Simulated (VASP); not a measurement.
# Re (Fm-3m) in VASP: notebook

Runs on Re. Level: PBE. Tasks: single point.

All numbers are computed with VASP 6.6.1; they aren't measurements. Logs are shortened: lines on timing, memory, paths and dates and some standing lists are left out, and cuts for length are marked.

### Step 1. The cell of the first run

The structure is cubic, space group Fm-3m (No. 225). The conventional cell has a = 3.814 Å, b = 3.814 Å, c = 3.814 Å, α = 90.00°, β = 90.00°, γ = 90.00°. Re (site symmetry m-3m) has 12 Re at 2.70 Å within 3.6 Å.

### Step 2. Single point, PBE

INCAR

```
SYSTEM = Re
PREC = Accurate ; ENCUT = 520
EDIFF = 1E-6 ; ISMEAR = -1
SIGMA = 0.1 ; LREAL = .False.
LASPH = .True. ; NELM = 100
ALGO = Normal ; ISIF = 2
LWAVE = .False. ; LCHARG = .False.
GGA = PE ; NBANDS = 10
```

KPOINTS

```
regular mesh
0
Gamma
  10 10 10
  0 0 0
```

POSCAR

```
Re
1.0
    0.0000000000      1.9068415346      1.9068415346
    1.9068415346      0.0000000000      1.9068415346
    1.9068415346      1.9068415346      0.0000000000
Re
1
Direct
    0.0000000000      0.0000000000      0.0000000000
```

Potentials or basis: VASP PAW PBE potentials, release 64 (Re).

Launch:

```
$ cat potpaw_PBE.64/Re/POTCAR > POTCAR
$ mpirun -np 1 vasp_std > vasp.out
```

OUTCAR:

```text
SYSTEM = Re
   PREC = Accurate
   ENCUT = 520
   EDIFF = 1E-6
   ISMEAR = -1
   LREAL = .False.
   LASPH = .True.
   NELM = 100
   ISIF = 2
   GGA = PE

 ion  position               nearest neighbor table
   1  0.000  0.000  0.000-

  LATTYP: Found a face centered cubic cell.
 ALAT       =     3.8136830692

  Lattice vectors:

 A1 = (   0.0000000000,   1.9068415346,   1.9068415346)
 A2 = (   1.9068415346,   0.0000000000,   1.9068415346)
 A3 = (   1.9068415346,   1.9068415346,   0.0000000000)

Analysis of symmetry for initial positions (statically):
=====================================================================
 Subroutine PRICEL returns:
 Original cell was already a primitive cell.

 Routine SETGRP: Setting up the symmetry group for a
 face centered cubic supercell.

 Subroutine GETGRP returns: Found 48 space group operations
 (whereof 48 operations were pure point group operations)
 out of a pool of 48 trial point group operations.

The static configuration has the point symmetry O_h .

Analysis of symmetry for dynamics (positions and initial velocities):
=====================================================================
 Subroutine PRICEL returns:
 Original cell was already a primitive cell.

 Routine SETGRP: Setting up the symmetry group for a
 face centered cubic supercell.

 Subroutine GETGRP returns: Found 48 space group operations
 (whereof 48 operations were pure point group operations)
 out of a pool of 48 trial point group operations.

The dynamic configuration has the point symmetry O_h .

 Subroutine INISYM returns: Found 48 space group operations
 (whereof 48 operations are pure point group operations),
 and found     1 'primitive' translations

----------------------------------------------------------------------------------------

                                     Primitive cell

  volume of cell :      13.8667

  direct lattice vectors                    reciprocal lattice vectors
     0.000000000  1.906841535  1.906841535    -0.262213714  0.262213714  0.262213714
     1.906841535  0.000000000  1.906841535     0.262213714 -0.262213714  0.262213714
     1.906841535  1.906841535  0.000000000     0.262213714  0.262213714 -0.262213714

  length of vectors
     2.696681160  2.696681160  2.696681160     0.454167474  0.454167474  0.454167474

  position of ions in fractional coordinates (direct lattice)
     0.000000000  0.000000000  0.000000000

  ion indices of the primitive-cell ions
   primitive index   ion index
                 1           1

----------------------------------------------------------------------------------------

 KPOINTS: regular mesh

Automatic generation of k-mesh.
 Grid dimensions read from file:
 generate k-points for:   10   10   10

 Generating k-lattice:

  Cartesian coordinates                     Fractional coordinates (reciprocal lattice)
    -0.026221371  0.026221371  0.026221371     0.100000000  0.000000000  0.000000000
     0.026221371 -0.026221371  0.026221371     0.000000000  0.100000000  0.000000000
     0.026221371  0.026221371 -0.026221371     0.000000000  0.000000000  0.100000000

  Length of vectors
     0.045416747  0.045416747  0.045416747

  Shift w.r.t. Gamma in fractional coordinates (k-lattice)
     0.000000000  0.000000000  0.000000000

 Subroutine IBZKPT returns following result:
 ===========================================

 Found     47 irreducible k-points:

 Following reciprocal coordinates:
            Coordinates               Weight
  0.000000  0.000000  0.000000      1.000000
  0.100000  0.000000  0.000000      8.000000
  0.200000  0.000000  0.000000      8.000000
  0.300000  0.000000  0.000000      8.000000
  0.400000  0.000000  0.000000      8.000000
  0.500000  0.000000  0.000000      4.000000
[... 16 lines left out ...]
  0.300000  0.300000  0.000000      6.000000
  0.400000  0.300000  0.000000     24.000000
 [... further k-points ...]
   k-points           NKPTS =     47   k-points in BZ     NKDIM =     47   number of bands    NBANDS=     10
   number of dos      NEDOS =    301   number of ions     NIONS =      1
   total plane-waves  NPLWV =   8000
   dimension x,y,z NGX =    20 NGY =   20 NGZ =   20
   dimension x,y,z NGXF=    40 NGYF=   40 NGZF=   40
   ions per type =               1
   NGX,Y,Z   is equivalent  to a cutoff of  12.33, 12.33, 12.33 a.u.
   NGXF,Y,Z  is equivalent  to a cutoff of  24.66, 24.66, 24.66 a.u.
 SYSTEM =  Re
   PREC   = accura    normal or accurate (medium, high low for compatibility)
   ISTART =      0    job   : 0-new  1-cont  2-samecut
   ICHARG =      2    charge: 1-file 2-atom 10-const
   ISPIN  =      1    spin polarized calculation?
   LNONCOLLINEAR =      F non collinear calculations
   LSORBIT =      F    spin-orbit coupling
   LASPH  =      T    aspherical Exc in radial PAW
   ENCUT  =  520.0 eV  38.22 Ry    6.18 a.u.   5.01  5.01  5.01*2*pi/ulx,y,z
   NELM   =    100;   NELMIN=  2; NELMDL= -5     # of ELM steps
   EDIFF  = 0.1E-05   stopping-criterion for ELM
   LREAL  =      F    real-space projection
   EDIFFG = 0.1E-04   stopping-criterion for IOM
   NSW    =      0    number of steps for IOM
   IBRION =     -1    ionic relax: 0-MD 1-quasi-New 2-CG
   NFREE  =      0    steps in history (QN), initial steepest desc. (CG)
   ISIF   =      2    stress and relaxation
   ISYM   =      2    0-nonsym 1-usesym 2-fastsym
   POTIM  = 0.5000    time-step for ionic-motion
   TEBEG  =    0.0;   TEEND  =   0.0 temperature during run
   PSTRESS=    0.0 pullay stress
   NELECT =       7.0000    total number of electrons
   NUPDOWN=      -1.0000    fix difference up-down
   EMIN   =  10.00;   EMAX   =-10.00  energy-range for DOS
   EFERMI =   0.00;   METHOD = LEGACY
   ISMEAR =    -1;   SIGMA  =   0.10  broadening in eV -4-tet -1-fermi 0-gaus
   EFERMI_NEDOS =   21; number of points for ismear=-14 and -15
   IALGO  =     38    algorithm
   IMIX   =      4    mixing-type and parameters
     AMIX     =   0.40;   BMIX     =  1.00
     AMIX_MAG =   1.60;   BMIX_MAG =  1.00
  volume/ion in A,a.u.               =      13.87        93.58
  Fermi-wavevector in a.u.,A,eV,Ry     =   1.303516  2.463287 23.118380  1.699153
  Thomas-Fermi vector in A             =   2.434513
   LORBIT       =      0    0 simple, 1 ext, 2 COOP (PROOUT), +10 PAW based schemes
   GGA     = PE    functional components
   LHFCALC =     F    Hartree Fock is set to
   AEXX    =    0.0000 exact exchange contribution
   IVDW    =     0    specifies the selected vdW correction
   LEPSILON=     F    determine dielectric tensor
   LRPA    =     F    only Hartree local field effects (RPA)
 non-spin polarized calculation
  energy-cutoff  :      520.00
  volume of cell :       13.87
 maximum number of plane-waves:       388
   NGX =  9   NGY =  9   NGZ =  9

 number of electron       7.0000000 magnetization

 Free energy of the ion-electron system (eV)
  ---------------------------------------------------
  ext. energy  EPLUGINS =         0.00000000
  ---------------------------------------------------
  free energy    TOTEN  =       -12.27644630 eV

  energy without entropy =      -12.24853049  energy(sigma->0) =      -12.26248839

 E-fermi :   8.9283     XC(G=0): -14.0606

 val. band max:        8.6850377094   @ k =   0.4000   0.2000   0.0000
 cond. band min:       8.9293063177   @ k =   0.3000   0.2000   0.0000
 fundamental gap:      0.2442686084
 Fermi energy:         8.9283241561

 k-point     1 :       0.0000    0.0000    0.0000
  band No.  band energies     occupation
      1      -1.6358      2.00000
      2       6.8327      2.00000
      3       6.8327      2.00000
      4       6.8327      2.00000
      5      10.3194      0.00000
      6      10.3194      0.00000
      7      22.8786      0.00000
      8      28.8776      0.00000
      9      28.8776      0.00000
     10      28.8776      0.00000

 k-point     2 :       0.1000    0.0000    0.0000
  band No.  band energies     occupation
      1      -1.1457      2.00000
      2       6.5091      2.00000
      3       7.0546      2.00000
      4       7.0546      2.00000
      5      10.1423      0.00001
      6      10.1423      0.00001
      7      23.8175      0.00000
      8      26.9634      0.00000
      9      29.7898      0.00000
     10      29.7898      0.00000

 k-point     3 :       0.2000    0.0000    0.0000
  band No.  band energies     occupation
      1       0.1033      2.00000
      2       5.9885      2.00000
      3       7.3784      2.00000
      4       7.3784      2.00000
      5      10.1096      0.00001
      6      10.1096      0.00001
      7      24.0473      0.00000
      8      26.5150      0.00000
      9      32.2747      0.00000
     10      32.2747      0.00000

 k-point     4 :       0.3000    0.0000    0.0000
  band No.  band energies     occupation
      1       1.2786      2.00000
      2       6.3447      2.00000
      3       7.1650      2.00000
      4       7.1650      2.00000
      5      11.0507      0.00000
      6      11.0507      0.00000
      7      22.1328      0.00000
      8      26.8578      0.00000
      9      34.3707      0.00000
     10      34.6402      0.00000
[... 222 lines left out ...]
 k-point    22 :      -0.2000    0.2000    0.0000
  band No.  band energies     occupation
      1       2.4133      2.00000
      2       5.2040      2.00000
      3       6.5247      2.00000
      4       8.4599      1.98169
      5       8.9668      0.81001
      6      13.3473      0.00000
      7      24.0902      0.00000
      8      28.3851      0.00000
      9      28.6608      0.00000
     10      30.0270      0.00000

 k-point    23 :       0.3000    0.3000    0.0000
  band No.  band energies     occupation
      1       2.0737      2.00000
      2       3.6345      2.00000
      3       7.7822      1.99998
      4      10.3420      0.00000
      5      10.3420      0.00000
      6      11.9972      0.00000
      7      27.3490      0.00000
      8      27.3490      0.00000
      9      28.2485      0.00000
     10      31.8300      0.00000

 k-point    24 :       0.4000    0.3000    0.0000
  band No.  band energies     occupation
      1       2.3301      2.00000
      2       3.3660      2.00000
      3       7.9270      1.99991
      4      10.6165      0.00000
      5      12.4460      0.00000
      6      12.9434      0.00000
      7      23.8177      0.00000
      8      25.8689      0.00000
      9      27.5860      0.00000
     10      31.9928      0.00000

 [... further k-points ...]

------------------------ aborting loop because EDIFF is reached ----------------------------------------

  FORCE on cell =-STRESS in cart. coord.  units (eV):
  Direction    XX          YY          ZZ          XY          YZ          ZX
  --------------------------------------------------------------------------------------
  -------------------------------------------------------------------------------------
  Total        2.9610610      2.9610610      2.9610610      0.0000000     -0.0000000     -0.0000000
  in kB      342.1244666    342.1244666    342.1244666      0.0000000     -0.0000000     -0.0000000
  external PRESSURE =     342.1244666 kB  Pullay stress =       0.0000000 kB

 VOLUME and BASIS-vectors are now :
 -----------------------------------------------------------------------------
  energy-cutoff  :      520.00
  volume of cell :       13.87
      direct lattice vectors                 reciprocal lattice vectors
     0.000000000  1.906841535  1.906841535    -0.262213714  0.262213714  0.262213714
     1.906841535  0.000000000  1.906841535     0.262213714 -0.262213714  0.262213714
     1.906841535  1.906841535  0.000000000     0.262213714  0.262213714 -0.262213714

 POSITION                                       TOTAL-FORCE (eV/Angst)
 -----------------------------------------------------------------------------------
      0.00000      0.00000      0.00000         0.000000      0.000000      0.000000
 -----------------------------------------------------------------------------------
    total drift:                                0.000000      0.000000     -0.000000

  FREE ENERGIE OF THE ION-ELECTRON SYSTEM (eV)
  ---------------------------------------------------
  free  energy   TOTEN  =       -12.2764463033 eV

  energy  without entropy=      -12.2485304864  energy(sigma->0) =      -12.26248839
```

Wall time 5.8 s (1 thread of Intel Xeon Platinum 8259CL at 2.50GHz (Skylake/Cascade Lake), shared host); peak memory 0.12 GiB.

What came out:

* Free energy: -12.2764 eV
* Pressure: 34.2 GPa

Levels at points of the mesh, in eV from the Fermi level:
| k point | band 1 | band 2 | band 3 | band 4 | band 5 | band 6 | band 7 | band 8 | band 9 |
| --- | --- | --- | --- | --- | --- | --- | --- | --- | --- |
| (0.00, 0.00, 0.00) | -10.56 | -2.10 | -2.10 | -2.10 | 1.39 | 1.39 | 13.95 | 19.95 | 19.95 |
| (0.50, 0.00, 0.00) | -7.34 | -2.33 | -2.33 | 0.33 | 4.19 | 4.19 | 10.89 | 13.46 | 20.83 |
| (0.50, 0.50, 0.00) | -7.40 | -6.48 | 3.10 | 4.15 | 5.02 | 5.02 | 12.79 | 12.79 | 14.20 |

Caveat: spin-orbit coupling is left out, which moves the levels of the heavy elements.

### Step 3. Single point, PBE

This run uses another cell than the first one, of 14.25 Å³/atom, 1.028 times its volume.

INCAR

```
PREC = Accurate
ENCUT = 520
EDIFF = 1E-6
ISMEAR = -1
SIGMA = 0.1
LREAL = F
LASPH = T
NELM = 100
ALGO = Normal
ISIF = 2
LWAVE = F
LCHARG = T
GGA = PE
LELF = T
LVHAR = T
NBANDS = 10
```

KPOINTS

```
regular mesh
0
Gamma
  10 10 10
```

POSCAR

```
Re
1.0
    0.0000000000      1.9243364709      1.9243364709
    1.9243364709      0.0000000000      1.9243364709
    1.9243364709      1.9243364709      0.0000000000
Re
1
Direct
    0.0000000000      0.0000000000      0.0000000000
```

Potentials or basis: VASP PAW PBE potentials, release 64 (Re).

Launch:

```
$ cat potpaw_PBE.64/Re/POTCAR > POTCAR
$ mpirun -np 1 vasp_std > vasp.out
```

It took 6.3 s on 1 thread of Intel Xeon Platinum 8259CL at 2.50GHz (Skylake/Cascade Lake), shared host; peak memory 0.13 GiB.

Results (log left out):

```
Free energy : -12.3424 eV
Pressure    : 20.7 GPa
```

Levels at points of the mesh, in eV from the Fermi level:
```csv
k point,band 2,band 3,band 4,band 5,band 6,band 7
"(0.00, 0.00, 0.00)",-2.02,-2.02,-2.02,1.33,1.33,13.93
"(0.50, 0.00, 0.00)",-2.24,-2.24,0.27,4.01,4.01,10.45
"(0.50, 0.50, 0.00)",-6.24,2.95,3.97,4.81,4.81,12.54
```

Caveat: spin-orbit coupling is left out, which moves the levels of the heavy elements.

### Step 4. Single point, PBE

This run uses another cell than the first one, of 14.64 Å³/atom, 1.056 times its volume.

INCAR

```
SYSTEM = Re
ALGO = Normal
EDIFF = 1E-6
ENCUT = 520
GGA = PE
ISIF = 2
ISMEAR = -1
LASPH = .TRUE.
LCHARG = .FALSE.
LREAL = .FALSE.
LWAVE = .FALSE.
NBANDS = 10
NELM = 100
PREC = Accurate
SIGMA = 0.1
```

KPOINTS

```
k-points
0
G
  10 10 10
  0 0 0
```

POSCAR

```
Re
1.0
    0.0000000000      1.9415189557      1.9415189557
    1.9415189557      0.0000000000      1.9415189557
    1.9415189557      1.9415189557      0.0000000000
Re
1
Direct
    0.0000000000      0.0000000000      0.0000000000
```

Launch:

```
$ cat potpaw_PBE.64/Re/POTCAR > POTCAR
$ mpirun -np 1 vasp_std > vasp.out
```

Run time: 6 s. Hardware: 1 thread of Intel Xeon Platinum 8259CL at 2.50GHz (Skylake/Cascade Lake), shared host; peak memory 0.13 GiB.

It converged, with:

- Free energy: -12.3781 eV
- Pressure: 9.0 GPa

Levels at points of the mesh, in eV from the Fermi level:
```csv
k point,band 1,band 2,band 3,band 4,band 5,band 6,band 7,band 8
"(0.00, 0.00, 0.00)",-10.18,-1.94,-1.94,-1.94,1.27,1.27,13.91,19.59
"(0.50, 0.00, 0.00)",-6.93,-2.15,-2.15,0.21,3.85,3.85,10.05,13.40
"(0.50, 0.50, 0.00)",-6.89,-6.02,2.82,3.80,4.60,4.60,12.32,12.32
```

Caveat: spin-orbit coupling is left out, which moves the levels of the heavy elements.

### Step 5. Single point, PBE

This run uses another cell than the first one, of 15.41 Å³/atom, 1.111 times its volume.

INCAR

```
  ALGO = Normal
  EDIFF = 1E-6
  ENCUT = 520
  GGA = PE
  ISIF = 2
  ISMEAR = -1
  LASPH = T
  LCHARG = F
  LREAL = F
  LWAVE = F
  NBANDS = 10
  NELM = 100
  PREC = Accurate
  SIGMA = 0.1
```

KPOINTS

```
k-points
0
Gamma
  10 10 10
```

POSCAR

```
Re
1.0
    0.0000000000      1.9750000000      1.9750000000
    1.9750000000      0.0000000000      1.9750000000
    1.9750000000      1.9750000000      0.0000000000
Re
1
Direct
    0.0000000000      0.0000000000      0.0000000000
```

Launch:

```
$ cat potpaw_PBE.64/Re/POTCAR > POTCAR
$ mpirun -np 1 vasp_std > vasp.out
```

Run time: 13 s. Hardware: 1 thread of Intel Xeon Platinum 8259CL at 2.50GHz (Skylake/Cascade Lake), shared host; peak memory 0.14 GiB.

It converged, with:

```
Free energy : -12.3746 eV
Pressure    : -9.9 GPa
```

Levels at points of the mesh, in eV from the Fermi level:
```tsv
k point	band 2	band 3	band 4	band 5	band 6	band 7
(0.00, 0.00, 0.00)	-1.80	-1.80	-1.80	1.17	1.17	13.86
(0.50, 0.00, 0.00)	-1.99	-1.99	0.14	3.55	3.55	9.30
(0.50, 0.50, 0.00)	-5.61	2.60	3.49	4.24	4.24	11.90
```

Caveat: spin-orbit coupling is left out, which moves the levels of the heavy elements.

### Step 6. Single point, PBE

This run uses another cell than the first one, of 15.79 Å³/atom, 1.139 times its volume.

INCAR

```
PREC = Accurate ; ENCUT = 520
EDIFF = 1E-7 ; ISMEAR = -1
SIGMA = 0.1 ; LREAL = F
LASPH = T ; NELM = 60
ALGO = Normal ; ISIF = 2
LWAVE = F ; LCHARG = T
GGA = PE ; LELF = T
LVHAR = T ; NBANDS = 10
```

KPOINTS

```
Automatic mesh
0
Gamma
  10 10 10
```

POSCAR

```
Re
1.0
    0.0000000000      1.9913230543      1.9913230543
    1.9913230543      0.0000000000      1.9913230543
    1.9913230543      1.9913230543      0.0000000000
Re
1
Direct
    0.0000000000      0.0000000000      0.0000000000
```

Potentials or basis: VASP PAW PBE potentials, release 64 (Re).

Launch:

```
$ cat potpaw_PBE.64/Re/POTCAR > POTCAR
$ mpirun -np 1 vasp_std > vasp.out
```

Run time: 14 s. Hardware: 1 thread of Intel Xeon Platinum 8259CL at 2.50GHz (Skylake/Cascade Lake), shared host; peak memory 0.14 GiB.

Results (log left out):

| Property | Result |
| --- | --- |
| Free energy | -12.3419 eV |
| Pressure | -17.4 GPa |

Levels at points of the mesh, in eV from the Fermi level:
| k point | band 1 | band 2 | band 3 | band 4 | band 5 | band 6 | band 7 | band 8 | band 9 |
| --- | --- | --- | --- | --- | --- | --- | --- | --- | --- |
| (0.00, 0.00, 0.00) | -9.65 | -1.74 | -1.74 | -1.74 | 1.12 | 1.12 | 13.83 | 19.09 | 19.09 |
| (0.50, 0.00, 0.00) | -6.38 | -1.92 | -1.92 | 0.11 | 3.41 | 3.41 | 8.96 | 13.32 | 19.29 |
| (0.50, 0.50, 0.00) | -6.24 | -5.42 | 2.51 | 3.36 | 4.07 | 4.07 | 11.71 | 11.71 | 11.78 |

Caveat: spin-orbit coupling is left out, which moves the levels of the heavy elements.

### Step 7. The runs side by side

```csv
cell,gap on the mesh (eV),pressure (GPa)
"a = 2.697 Å, angles 60.0°, 1 atom",none,34.2
"a = 2.721 Å, angles 60.0°, 1 atom",none,20.7
"a = 2.746 Å, angles 60.0°, 1 atom",none,9.0
"a = 2.793 Å, angles 60.0°, 1 atom",none,-9.9
"a = 2.816 Å, angles 60.0°, 1 atom",none,-17.4
```

Alike in all rows: task single point; level PBE; potentials or basis VASP PAW PBE potentials, release 64 (Re); no spin polarisation; k mesh 10 × 10 × 10; cutoff (eV) 520; smearing fermi-dirac 0.1 eV.

Caveats: spin-orbit coupling is left out, which moves the levels of the heavy elements.

Total energies depend on the potentials used, so only differences within one code and one set of settings carry meaning.
